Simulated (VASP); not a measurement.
# In (I4/mmm) in VASP: further runs, part 2 of 2

VASP 6.6.1. The steps go on from the part before.

## Step 3: Single point, PBEsol (strain +0.030 along x and y, -0.030 along z)

INCAR

```
SYSTEM = In
ALGO = Fast
EDIFF = 1E-7
ENCUT = 520
GGA = PS
ISIF = 2
ISMEAR = 0
LASPH = .TRUE.
LCHARG = .TRUE.
LELF = .TRUE.
LREAL = .FALSE.
LVHAR = .TRUE.
LWAVE = .FALSE.
NBANDS = 12
NELM = 100
PREC = Accurate
SIGMA = 0.15
```

KPOINTS

```
k-points
0
G
  20 20 20
  0 0 0
```

POSCAR

```
In
1.0
   -1.6749345000      1.6749345000      2.3997315000
    1.6749345000     -1.6749345000      2.3997315000
    1.6749345000      1.6749345000     -2.3997315000
In
1
Direct
    0.0000000000      0.0000000000      0.0000000000
```

Potentials or basis: VASP PAW PBE potentials, release 64 (In_d).

Started as:

```
cat potpaw_PBE.64/In_d/POTCAR > POTCAR
mpirun -np 1 vasp_std > vasp.out
```

OUTCAR:

```text
SYSTEM = In
   EDIFF = 1E-7
   ENCUT = 520
   GGA = PS
   ISIF = 2
   ISMEAR = 0
   LASPH = .TRUE.
   LREAL = .FALSE.
   NELM = 100
   PREC = Accurate

 ion  position               nearest neighbor table
   1  0.000  0.000  0.000-

  LATTYP: Found a body centered tetragonal cell.
 ALAT       =     3.3498690000
 C/A-ratio  =     1.4327315486

  Lattice vectors:

 A1 = (  -1.6749345000,   1.6749345000,   2.3997315000)
[... 532 lines left out ...]
      2      -7.4572      2.00000
      3      -7.4450      2.00000
      4      -7.2554      2.00000
      5      -7.2192      2.00000
      6       0.1457      2.00000
      7       7.5898      0.00000
      8      14.8999      0.00000
      9      15.6173      0.00000
     10      17.7288      0.00000
     11      20.0007      0.00000
     12      20.5238      0.00000

 [... further k-points ...]
[... 5 lines left out ...]
  --------------------------------------------------------------------------------------
  -------------------------------------------------------------------------------------
  Total       -0.3524899     -0.3524899     -0.3436837      0.0000000      0.0000000      0.0000000
  in kB      -20.9719548    -20.9719548    -20.4480198      0.0000000      0.0000000      0.0000000
  external PRESSURE =     -20.7973098 kB  Pullay stress =       0.0000000 kB

 VOLUME and BASIS-vectors are now :
 -----------------------------------------------------------------------------
  energy-cutoff  :      520.00
  volume of cell :       26.93
      direct lattice vectors                 reciprocal lattice vectors
    -1.674934500  1.674934500  2.399731500     0.000000000  0.298519136  0.208356643
     1.674934500 -1.674934500  2.399731500     0.298519136  0.000000000  0.208356643
     1.674934500  1.674934500 -2.399731500     0.298519136  0.298519136  0.000000000

 POSITION                                       TOTAL-FORCE (eV/Angst)
 -----------------------------------------------------------------------------------
      0.00000      0.00000      0.00000        -0.000000      0.000000      0.000000
 -----------------------------------------------------------------------------------
    total drift:                                0.000000     -0.000000     -0.000000

  FREE ENERGIE OF THE ION-ELECTRON SYSTEM (eV)
  ---------------------------------------------------
  free  energy   TOTEN  =        -2.9777444529 eV

  energy  without entropy=       -2.9725198264  energy(sigma->0) =       -2.97513214
```

OSZICAR:

```text
N       E                     dE             d eps       ncg     rms          rms(c)
DAV:   1     0.776598306762E+02    0.77660E+02   -0.62119E+03 15608   0.135E+03
DAV:   2     0.806705925892E+00   -0.76853E+02   -0.74843E+02 16120   0.291E+02
DAV:   3    -0.292963445023E+01   -0.37363E+01   -0.37240E+01 18236   0.642E+01
DAV:   4    -0.301415401743E+01   -0.84520E-01   -0.84496E-01 19632   0.969E+00
DAV:   5    -0.301787356034E+01   -0.37195E-02   -0.37194E-02 21196   0.181E+00    0.212E+00
RMM:   6    -0.298418771939E+01    0.33686E-01   -0.44340E-02 18887   0.331E+00    0.109E+00
RMM:   7    -0.297807893412E+01    0.61088E-02   -0.15116E-02 18274   0.157E+00    0.274E-01
RMM:   8    -0.297767927203E+01    0.39966E-03   -0.19637E-03 22314   0.656E-01    0.706E-02
RMM:   9    -0.297773562088E+01   -0.56349E-04   -0.59020E-04 23752   0.241E-01    0.426E-02
RMM:  10    -0.297773845115E+01   -0.28303E-05   -0.14566E-04 21004   0.210E-01    0.588E-03
RMM:  11    -0.297774324946E+01   -0.47983E-05   -0.69808E-05 25136   0.888E-02    0.121E-02
RMM:  12    -0.297774381589E+01   -0.56643E-06   -0.15899E-05 23704   0.492E-02    0.214E-03
RMM:  13    -0.297774443445E+01   -0.61856E-06   -0.40953E-06 23956   0.188E-02    0.553E-03
RMM:  14    -0.297774445293E+01   -0.18480E-07   -0.52258E-07 14055   0.780E-03
   1 F= -.29777445E+01 E0= -.29751321E+01  d E =-.522463E-02
```

stdout:

```text
POSCAR found type information on POSCAR In
 POSCAR found :  1 types and       1 ions
 scaLAPACK will be used
 -----------------------------------------------------------------------------
|                                                                             |
|                                                                             |
|     You enforced a specific xc type in the INCAR file but a different       |
|     I HOPE YOU KNOW WHAT YOU ARE DOING!                                     |
|                                                                             |
 -----------------------------------------------------------------------------

 LDA part: xc-table for (Slater+PW92), standard interpolation
 POSCAR, INCAR and KPOINTS ok, starting setup
 FFT: planning ... GRIDC
 FFT: planning ... GRID_SOFT
 FFT: planning ... GRID
 WAVECAR not read
 entering main loop
WARNING in EDDRMM: call to ZHEGV failed, returncode =   8  4     11
WARNING in EDDRMM: call to ZHEGV failed, returncode =   8  4     10
WARNING in EDDRMM: call to ZHEGV failed, returncode =   6  3     10
WARNING in EDDRMM: call to ZHEGV failed, returncode =   8  4     11
WARNING in EDDRMM: call to ZHEGV failed, returncode =   8  4     11
WARNING in EDDRMM: call to ZHEGV failed, returncode =   8  4     11
WARNING in EDDRMM: call to ZHEGV failed, returncode =   8  4     11
WARNING in EDDRMM: call to ZHEGV failed, returncode =   6  3     10
WARNING in EDDRMM: call to ZHEGV failed, returncode =   6  3     10
WARNING in EDDRMM: call to ZHEGV failed, returncode =   8  4     11
WARNING in EDDRMM: call to ZHEGV failed, returncode =   6  3     10
WARNING in EDDRMM: call to ZHEGV failed, returncode =   6  3     10
```

It took 2.6 min on 1 thread of Intel Xeon 6975P-C (Granite Rapids), shared host; peak memory 0.31 GiB.

Results:

```yaml
Free_energy: -2.9777 eV
Pressure: -2.1 GPa
```

Caveat: the cell differs from its parent crystal (strain +0.030 along x and y, -0.030 along z); the PAW data sets were made with another functional, which shifts forces and pressure a little; spin-orbit coupling is left out, which moves the levels of the heavy elements.

## Step 4: Single point, PBEsol (strain +0.015 along x and y, +0.000 along z)

INCAR

```
  ALGO = Fast
  EDIFF = 1E-6
  ENCUT = 520
  GGA = PS
  ISIF = 2
  ISMEAR = 0
  LASPH = T
  LCHARG = F
  LREAL = F
  LWAVE = F
  NBANDS = 12
  NELM = 60
  PREC = Accurate
  SIGMA = 0.15
```

KPOINTS

```
k-points
0
Gamma
  20 20 20
```

POSCAR

```
In
1.0
   -1.6505422500      1.6505422500      2.4739500000
    1.6505422500     -1.6505422500      2.4739500000
    1.6505422500      1.6505422500     -2.4739500000
In
1
Direct
    0.0000000000      0.0000000000      0.0000000000
```

Started as:

```
cat potpaw_PBE.64/In_d/POTCAR > POTCAR
mpirun -np 1 vasp_std > vasp.out
```

Wall time 1.8 min (1 thread of Intel Xeon 6975P-C (Granite Rapids), shared host); peak memory 0.31 GiB.

Results (log left out):

```yaml
Free_energy: -2.9778 eV
Pressure: -2.0 GPa
```

Levels at points of the mesh, in eV from the Fermi level:
| k point | band 4 | band 5 | band 6 | band 7 | band 8 | band 9 |
| --- | --- | --- | --- | --- | --- | --- |
| (0.00, 0.00, 0.00) | -14.38 | -14.30 | -9.35 | 10.26 | 10.26 | 10.39 |
| (0.50, 0.00, 0.00) | -14.21 | -14.18 | -4.30 | -3.25 | 7.54 | 8.76 |
| (0.50, 0.50, 0.00) | -14.19 | -14.12 | -1.92 | -1.82 | 3.56 | 3.90 |
| (0.50, 0.50, 0.50) | -14.17 | -14.17 | -2.80 | -2.48 | 4.50 | 4.50 |

Caveat: the cell differs from its parent crystal (strain +0.015 along x and y, +0.000 along z); the PAW data sets were made with another functional, which shifts forces and pressure a little; spin-orbit coupling is left out, which moves the levels of the heavy elements.

## Step 5: Single point, PBEsol (strain +0.030 along x and y, -0.015 along z)

INCAR

```
SYSTEM = In
  PREC = Accurate
  ENCUT = 520
  EDIFF = 1E-6
  ISMEAR = 0
  SIGMA = 0.15
  LREAL = .FALSE.
  LASPH = .TRUE.
  NELM = 100
  ALGO = Fast
  ISIF = 2
  LWAVE = .FALSE.
  LCHARG = .TRUE.
  GGA = PS
  LELF = .TRUE.
  LVHAR = .TRUE.
  NBANDS = 12
```

KPOINTS

```
regular mesh
0
G
  20 20 20
  0 0 0
```

POSCAR

```
In
1.0
   -1.6749345000      1.6749345000      2.4368407500
    1.6749345000     -1.6749345000      2.4368407500
    1.6749345000      1.6749345000     -2.4368407500
In
1
Direct
    0.0000000000      0.0000000000      0.0000000000
```

Started as:

```
cat potpaw_PBE.64/In_d/POTCAR > POTCAR
mpirun -np 1 vasp_std > vasp.out
```

It took 1.7 min on 1 thread of Intel Xeon 6975P-C (Granite Rapids), shared host; peak memory 0.32 GiB.

It converged, with:

* Free energy: -2.9721 eV
* Pressure: -2.5 GPa

Stress tensor (GPa, compression positive):
```
-2.58  0.00  0.00
 0.00 -2.58  0.00
 0.00  0.00 -2.42
```

Levels at points of the mesh, in eV from the Fermi level:
| k point | band 4 | band 5 | band 6 | band 7 | band 8 | band 9 |
| --- | --- | --- | --- | --- | --- | --- |
| (0.00, 0.00, 0.00) | -14.36 | -14.32 | -9.26 | 10.14 | 10.14 | 10.21 |
| (0.50, 0.00, 0.00) | -14.21 | -14.19 | -4.31 | -3.20 | 7.81 | 8.36 |
| (0.50, 0.50, 0.00) | -14.18 | -14.15 | -2.03 | -1.99 | 3.73 | 3.89 |
| (0.50, 0.50, 0.50) | -14.17 | -14.17 | -2.50 | -2.26 | 4.18 | 4.18 |

Caveat: the cell differs from its parent crystal (strain +0.030 along x and y, -0.015 along z); the PAW data sets were made with another functional, which shifts forces and pressure a little; spin-orbit coupling is left out, which moves the levels of the heavy elements.

## Step 6: The runs side by side

```csv
cell,further INCAR settings,gap on the mesh (eV),pressure (GPa)
"a = 3.374 Å, angles 121.4, 121.4, 87.5°, 1 atom",ALGO = Fast; EDIFF = 1e-06; NBANDS = 12,none,-1.5
"a = 3.372 Å, angles 120.4, 120.4, 89.3°, 1 atom",ALGO = Fast; EDIFF = 1e-07; NBANDS = 12,none,-2.1
"a = 3.401 Å, angles 121.9, 121.9, 86.7°, 1 atom",ALGO = Fast; EDIFF = 1e-06; NBANDS = 12,none,-2.0
"a = 3.398 Å, angles 120.9, 120.9, 88.4°, 1 atom",ALGO = Fast; EDIFF = 1e-06; NBANDS = 12,none,-2.5
```

Alike in all rows: task single point; level PBEsol; potentials or basis VASP PAW PBE potentials, release 64 (In_d); no spin polarisation; k mesh 20 × 20 × 20; cutoff (eV) 520; smearing gaussian 0.15 eV.

Caveats: the PAW data sets were made with another functional, which shifts forces and pressure a little; spin-orbit coupling is left out, which moves the levels of the heavy elements.

Absolute energies hang on the potentials; compare differences alone.
